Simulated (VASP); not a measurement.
# Ti3C2 (P6_3/mmc) in VASP: single point with r2SCAN

Aim: the single point of Ti3C2 with r2SCAN.

All numbers are computed with VASP 6.6.1; they aren't measurements. Logs are shortened: lines on timing, memory, paths and dates and some standing lists are left out, and cuts for length are marked.

## Step 1: The cell of the first run

It takes space group P6_3/mmc (No. 194, hexagonal). Conventional cell: a = 2.941 Å, b = 2.941 Å, c = 15.270 Å, α = 90.00°, β = 90.00°, γ = 120.00°. Within 2.8 Å of Ti (site symmetry 3m) lie 3 C at 2.03 Å and 1 Ti at 2.78 Å. Ti (site symmetry -3m) has 6 C at 2.15 Å within 2.8 Å. C (site symmetry 3m) has 6 Ti at 2.03 to 2.15 Å within 2.7 Å.

## Step 2: Single point, r2SCAN (biaxial strain in the a-b plane: -4.0 %, then relaxed in part)

Contents of POSCAR:

```
Ti3C2
1.0
    2.9414854066      0.0000000000      0.0000000000
   -1.4707427033      2.5474010870      0.0000000000
    0.0000000000      0.0000000000     15.2700449609
Ti C
6 4
Direct
    0.3333333333      0.6666666667      0.8410363197
    0.6666666667      0.3333333333      0.3410363197
    0.6666666667      0.3333333333      0.1589636803
    0.3333333333      0.6666666667      0.6589636803
    0.0000000000      0.0000000000      0.0000000000
    0.0000000000      0.0000000000      0.5000000000
    0.6666666667      0.3333333333      0.9138564692
    0.3333333333      0.6666666667      0.4138564692
    0.6666666667      0.3333333333      0.5861435308
    0.3333333333      0.6666666667      0.0861435308
```

Contents of INCAR.step1:

```
PREC     = Accurate       # precision mode
ENCUT    = 520            # plane-wave cutoff, eV
ISMEAR   = 0              # smearing method
SIGMA    = 0.1            # smearing width, eV
LREAL    = F              # projectors in reciprocal space
LASPH    = T              # aspherical terms in the spheres
NELM     = 60             # most SCF steps
NBANDS   = 55             # bands
GGA      = PE             # functional
ALGO     = Normal         # electronic algorithm
EDIFF    = 1E-4           # SCF threshold, eV
LWAVE    = T              # write WAVECAR
LCHARG   = F              # write CHGCAR
```

Contents of INCAR.step2:

```
PREC     = Accurate       # precision mode
ENCUT    = 520            # plane-wave cutoff, eV
EDIFF    = 1E-6           # SCF threshold, eV
ISMEAR   = 0              # smearing method
SIGMA    = 0.1            # smearing width, eV
LREAL    = F              # projectors in reciprocal space
LASPH    = T              # aspherical terms in the spheres
NELM     = 60             # most SCF steps
ALGO     = Normal         # electronic algorithm
ISIF     = 2              # what is computed and relaxed
LWAVE    = F              # write WAVECAR
LCHARG   = F              # write CHGCAR
METAGGA  = R2SCAN         # meta-GGA
LMIXTAU  = T            
NBANDS   = 55             # bands
ISTART   = 1
```

Contents of KPOINTS:

```
Automatic mesh
0
Gamma
  12 12 4
```

Potentials or basis: VASP PAW PBE potentials, release 64 (Ti_sv, C).

The run is started by

```sh
cat potpaw_PBE.64/Ti_sv/POTCAR potpaw_PBE.64/C/POTCAR > POTCAR
cp INCAR.step1 INCAR
mpirun -np 1 vasp_std > vasp.out
cp INCAR.step2 INCAR
mpirun -np 1 vasp_std > vasp.out
```

OUTCAR:

```text
PREC = Accurate
   ENCUT = 520
   EDIFF = 1E-6
   ISMEAR = 0
   LREAL = F
   LASPH = T
   NELM = 60
   ISIF = 2
   METAGGA = R2SCAN
   ISTART = 1

 ion  position               nearest neighbor table
   1  0.333  0.667  0.841-   7 2.03   7 2.03   7 2.03   4 2.78
   2  0.667  0.333  0.341-   8 2.03   8 2.03   8 2.03   3 2.78
   3  0.667  0.333  0.159-  10 2.03  10 2.03  10 2.03   2 2.78
   4  0.333  0.667  0.659-   9 2.03   9 2.03   9 2.03   1 2.78
   5  0.000  0.000  0.000-   7 2.15  10 2.15   7 2.15  10 2.15   7 2.15  10 2.15
   6  0.000  0.000  0.500-   8 2.15   9 2.15   9 2.15   8 2.15   9 2.15   8 2.15
   7  0.667  0.333  0.914-   1 2.03   1 2.03   1 2.03   5 2.15   5 2.15   5 2.15
   8  0.333  0.667  0.414-   2 2.03   2 2.03   2 2.03   6 2.15   6 2.15   6 2.15
   9  0.667  0.333  0.586-   4 2.03   4 2.03   4 2.03   6 2.15   6 2.15   6 2.15
  10  0.333  0.667  0.086-   3 2.03   3 2.03   3 2.03   5 2.15   5 2.15   5 2.15

  LATTYP: Found a hexagonal cell.
 ALAT       =     2.9414854066
 C/A-ratio  =     5.1912700048

  Lattice vectors:

 A1 = (   2.9414854066,   0.0000000000,   0.0000000000)
 A2 = (  -1.4707427033,   2.5474010870,   0.0000000000)
 A3 = (   0.0000000000,   0.0000000000,  15.2700449609)

Analysis of symmetry for initial positions (statically):
=====================================================================
 Subroutine PRICEL returns:
 Original cell was already a primitive cell.

 Routine SETGRP: Setting up the symmetry group for a
 hexagonal supercell.

 Subroutine GETGRP returns: Found 24 space group operations
 (whereof 12 operations were pure point group operations)
 out of a pool of 24 trial point group operations.

The static configuration has the point symmetry D_3d.
 The point group associated with its full space group is D_6h.

Analysis of symmetry for dynamics (positions and initial velocities):
=====================================================================
 Subroutine PRICEL returns:
 Original cell was already a primitive cell.

 Routine SETGRP: Setting up the symmetry group for a
 hexagonal supercell.

 Subroutine GETGRP returns: Found 24 space group operations
 (whereof 12 operations were pure point group operations)
 out of a pool of 24 trial point group operations.

The dynamic configuration has the point symmetry D_3d.
 The point group associated with its full space group is D_6h.

 Subroutine INISYM returns: Found 24 space group operations
 (whereof 12 operations are pure point group operations),
 and found     1 'primitive' translations

----------------------------------------------------------------------------------------

                                     Primitive cell

  volume of cell :     114.4206

  direct lattice vectors                    reciprocal lattice vectors
     2.941485407  0.000000000  0.000000000     0.339964291  0.196278475  0.000000000
    -1.470742703  2.547401087  0.000000000     0.000000000  0.392556950  0.000000000
     0.000000000  0.000000000 15.270044961     0.000000000  0.000000000  0.065487692

  length of vectors
     2.941485407  2.941485407 15.270044961     0.392556950  0.392556950  0.065487692

  position of ions in fractional coordinates (direct lattice)
     0.333333333  0.666666667  0.841036320
     0.666666667  0.333333333  0.341036320
     0.666666667  0.333333333  0.158963680
     0.333333333  0.666666667  0.658963680
     0.000000000  0.000000000  0.000000000
     0.000000000  0.000000000  0.500000000
     0.666666667  0.333333333  0.913856469
     0.333333333  0.666666667  0.413856469
     0.666666667  0.333333333  0.586143531
     0.333333333  0.666666667  0.086143531

  ion indices of the primitive-cell ions
   primitive index   ion index
                 1           1
                 2           2
                 3           3
                 4           4
                 5           5
                 6           6
                 7           7
                 8           8
                 9           9
                10          10

----------------------------------------------------------------------------------------

 KPOINTS: Automatic mesh

Automatic generation of k-mesh.
 Grid dimensions read from file:
 generate k-points for:   12   12    4

 Generating k-lattice:

  Cartesian coordinates                     Fractional coordinates (reciprocal lattice)
     0.028330358  0.016356540  0.000000000     0.083333333  0.000000000  0.000000000
     0.000000000  0.032713079  0.000000000     0.000000000  0.083333333  0.000000000
     0.000000000  0.000000000  0.016371923     0.000000000  0.000000000  0.250000000

  Length of vectors
     0.032713079  0.032713079  0.016371923

  Shift w.r.t. Gamma in fractional coordinates (k-lattice)
     0.000000000  0.000000000  0.000000000

 Subroutine IBZKPT returns following result:
 ===========================================

 Found     57 irreducible k-points:

 Following reciprocal coordinates:
            Coordinates               Weight
  0.000000  0.000000  0.000000      1.000000
  0.083333  0.000000  0.000000      6.000000
  0.166667  0.000000  0.000000      6.000000
  0.250000  0.000000  0.000000      6.000000
  0.333333  0.000000  0.000000      6.000000
  0.416667  0.000000  0.000000      6.000000
[... 16 lines left out ...]
  0.250000  0.000000  0.250000     12.000000
  0.333333  0.000000  0.250000     12.000000
 [... further k-points ...]
   k-points           NKPTS =     57   k-points in BZ     NKDIM =     57   number of bands    NBANDS=     55
   number of dos      NEDOS =    301   number of ions     NIONS =     10
   total plane-waves  NPLWV =  69120
   dimension x,y,z NGX =    24 NGY =   24 NGZ =  120
   dimension x,y,z NGXF=    48 NGYF=   48 NGZF=  240
   ions per type =               6   4
   NGX,Y,Z   is equivalent  to a cutoff of  13.56, 13.56, 13.06 a.u.
   NGXF,Y,Z  is equivalent  to a cutoff of  27.13, 27.13, 26.13 a.u.
 SYSTEM =  unknown system
   PREC   = accura    normal or accurate (medium, high low for compatibility)
   ISTART =      1    job   : 0-new  1-cont  2-samecut
   ICHARG =      0    charge: 1-file 2-atom 10-const
   ISPIN  =      1    spin polarized calculation?
   LNONCOLLINEAR =      F non collinear calculations
   LSORBIT =      F    spin-orbit coupling
   LASPH  =      T    aspherical Exc in radial PAW
   ENCUT  =  520.0 eV  38.22 Ry    6.18 a.u.   5.47  5.47 28.39*2*pi/ulx,y,z
   NELM   =     60;   NELMIN=  2; NELMDL=  0     # of ELM steps
   EDIFF  = 0.1E-05   stopping-criterion for ELM
   LREAL  =      F    real-space projection
   EDIFFG = 0.1E-04   stopping-criterion for IOM
   NSW    =      0    number of steps for IOM
   IBRION =     -1    ionic relax: 0-MD 1-quasi-New 2-CG
   NFREE  =      0    steps in history (QN), initial steepest desc. (CG)
   ISIF   =      2    stress and relaxation
   ISYM   =      2    0-nonsym 1-usesym 2-fastsym
   POTIM  = 0.5000    time-step for ionic-motion
   TEBEG  =    0.0;   TEEND  =   0.0 temperature during run
   PSTRESS=    0.0 pullay stress
   NELECT =      88.0000    total number of electrons
   NUPDOWN=      -1.0000    fix difference up-down
   EMIN   =  10.00;   EMAX   =-10.00  energy-range for DOS
   EFERMI =   0.00;   METHOD = LEGACY
   ISMEAR =     0;   SIGMA  =   0.10  broadening in eV -4-tet -1-fermi 0-gaus
   EFERMI_NEDOS =   21; number of points for ismear=-14 and -15
   IALGO  =     38    algorithm
   IMIX   =      4    mixing-type and parameters
     AMIX     =   0.40;   BMIX     =  1.00
     AMIX_MAG =   1.60;   BMIX_MAG =  1.00
  volume/ion in A,a.u.               =      11.44        77.21
  Fermi-wavevector in a.u.,A,eV,Ry     =   1.499918  2.834435 30.609774  2.249755
  Thomas-Fermi vector in A             =   2.611486
   LORBIT       =      0    0 simple, 1 ext, 2 COOP (PROOUT), +10 PAW based schemes
   METAGGA = R2SCAN    functional components
   LHFCALC =     F    Hartree Fock is set to
   AEXX    =    0.0000 exact exchange contribution
   IVDW    =     0    specifies the selected vdW correction
   LEPSILON=     F    determine dielectric tensor
   LRPA    =     F    only Hartree local field effects (RPA)
 non-spin polarized calculation
 Gauss-broadening in eV      SIGMA  =   0.10
  energy-cutoff  :      520.00
  volume of cell :      114.42
 maximum number of plane-waves:      3153
 NGX is ok and might be reduce to    24
   NGX = 11   NGY = 11   NGZ = 57

 number of electron      87.9999999 magnetization

 Free energy of the ion-electron system (eV)
  ---------------------------------------------------
  ext. energy  EPLUGINS =         0.00000000
  ---------------------------------------------------
  free energy    TOTEN  =      -125.02015376 eV

  energy without entropy =     -125.00739801  energy(sigma->0) =     -125.01377588

 E-fermi :   9.6399     XC(G=0): -13.2073

 val. band max:        9.6314807716   @ k =   0.3333   0.1667   0.0000
 cond. band min:       9.6435927003   @ k =   0.0833   0.0833   0.5000
 fundamental gap:      0.0121119287
 Fermi energy:         9.6398780732

 k-point     1 :       0.0000    0.0000    0.0000
  band No.  band energies     occupation
      1     -49.6339      2.00000
      2     -49.6252      2.00000
      3     -49.6006      2.00000
      4     -49.5901      2.00000
      5     -49.4287      2.00000
      6     -49.4268      2.00000
[... 47 lines left out ...]
     54      11.4442      0.00000
     55      11.7249      0.00000

 k-point     2 :       0.0833    0.0000    0.0000
  band No.  band energies     occupation
      1     -49.6279      2.00000
      2     -49.6198      2.00000
      3     -49.5947      2.00000
      4     -49.5848      2.00000
      5     -49.4238      2.00000
      6     -49.4220      2.00000
[... 47 lines left out ...]
     54      11.3748      0.00000
     55      11.7545      0.00000

 k-point     3 :       0.1667    0.0000    0.0000
  band No.  band energies     occupation
      1     -49.6117      2.00000
      2     -49.6049      2.00000
      3     -49.5786      2.00000
      4     -49.5703      2.00000
      5     -49.4103      2.00000
      6     -49.4088      2.00000
[... 1152 lines left out ...]
 k-point    23 :       0.2500    0.0000    0.2500
  band No.  band energies     occupation
      1     -49.5889      2.00000
      2     -49.5854      2.00000
      3     -49.5553      2.00000
      4     -49.5511      2.00000
      5     -49.3917      2.00000
      6     -49.3909      2.00000
[... 47 lines left out ...]
     54      11.7234      0.00000
     55      11.7971      0.00000

 k-point    24 :       0.3333    0.0000    0.2500
  band No.  band energies     occupation
      1     -49.5667      2.00000
      2     -49.5646      2.00000
      3     -49.5334      2.00000
      4     -49.5308      2.00000
      5     -49.3733      2.00000
      6     -49.3728      2.00000
[... 47 lines left out ...]
     54      12.2260      0.00000
     55      12.3912      0.00000

 [... further k-points ...]

------------------------ aborting loop because EDIFF is reached ----------------------------------------

  FORCE on cell =-STRESS in cart. coord.  units (eV):
  Direction    XX          YY          ZZ          XY          YZ          ZX
  --------------------------------------------------------------------------------------
  -------------------------------------------------------------------------------------
  Total       15.4568680     15.4568680      0.6246030      0.0000000      0.0000000      0.0000000
  in kB      216.4351217    216.4351217      8.7460163      0.0000000      0.0000000      0.0000000
  external PRESSURE =     147.2054199 kB  Pullay stress =       0.0000000 kB

 VOLUME and BASIS-vectors are now :
 -----------------------------------------------------------------------------
  energy-cutoff  :      520.00
  volume of cell :      114.42
      direct lattice vectors                 reciprocal lattice vectors
     2.941485407  0.000000000  0.000000000     0.339964291  0.196278475  0.000000000
    -1.470742703  2.547401087  0.000000000     0.000000000  0.392556950  0.000000000
     0.000000000  0.000000000 15.270044961     0.000000000  0.000000000  0.065487692

 POSITION                                       TOTAL-FORCE (eV/Angst)
 -----------------------------------------------------------------------------------
     -0.00000      1.69827     12.84266        -0.000000     -0.000000     -0.108557
      1.47074      0.84913      5.20764         0.000000      0.000000     -0.108557
      1.47074      0.84913      2.42738        -0.000000      0.000000      0.108557
     -0.00000      1.69827     10.06241         0.000000     -0.000000      0.108557
      0.00000      0.00000      0.00000         0.000000     -0.000000     -0.000000
      0.00000      0.00000      7.63502         0.000000     -0.000000     -0.000000
      1.47074      0.84913     13.95463         0.000000      0.000000      0.039492
     -0.00000      1.69827      6.31961         0.000000     -0.000000      0.039492
      1.47074      0.84913      8.95044        -0.000000     -0.000000     -0.039492
     -0.00000      1.69827      1.31542         0.000000     -0.000000     -0.039492
 -----------------------------------------------------------------------------------
    total drift:                               -0.000000      0.000000     -0.000000

  FREE ENERGIE OF THE ION-ELECTRON SYSTEM (eV)
  ---------------------------------------------------
  free  energy   TOTEN  =      -125.0201537584 eV

  energy  without entropy=     -125.0073980101  energy(sigma->0) =     -125.01377588
```

Wall time 21 min (1 thread of AMD EPYC 9R45 (Zen 5), shared host); peak memory 0.41 GiB.

What came out:

- Free energy: -125.0202 eV
- Pressure: 14.7 GPa
- Largest force: 0.109 eV/Å
- Band gap on the k mesh: zero (bands 44 and 45 overlap by 0.46 eV)

Forces in eV/Å, atoms in the order of the input:
```
Ti   0.000  0.000 -0.109
Ti   0.000  0.000 -0.109
Ti   0.000  0.000  0.109
Ti   0.000  0.000  0.109
Ti   0.000  0.000  0.000
Ti   0.000  0.000  0.000
C    0.000  0.000  0.039
C    0.000  0.000  0.039
C    0.000  0.000 -0.039
C    0.000  0.000 -0.039
```

Stress tensor (GPa, compression positive):
```
21.64  0.00  0.00
 0.00 21.64  0.00
 0.00  0.00  0.87
```

Levels at points of the mesh, in eV from the Fermi level:
| k point | band 42 | band 43 | band 44 | band 45 | band 46 | band 47 |
| --- | --- | --- | --- | --- | --- | --- |
| (0.00, 0.00, 0.00) | -1.78 | -0.14 | 0.12 | 0.66 | 0.66 | 0.79 |
| (0.50, 0.00, 0.00) | -1.88 | -1.48 | -1.41 | 0.48 | 0.79 | 1.66 |
| (0.00, 0.00, 0.50) | -1.83 | -0.02 | -0.02 | 0.72 | 0.72 | 0.72 |
| (0.50, 0.00, 0.50) | -2.02 | -1.43 | -1.43 | 0.62 | 0.62 | 1.81 |

Caveat: the cell differs from its parent crystal (biaxial strain in the a-b plane: -4.0 %, then relaxed in part); the cell stands under pressure; the PAW data sets were made with another functional, which shifts forces and pressure a little.
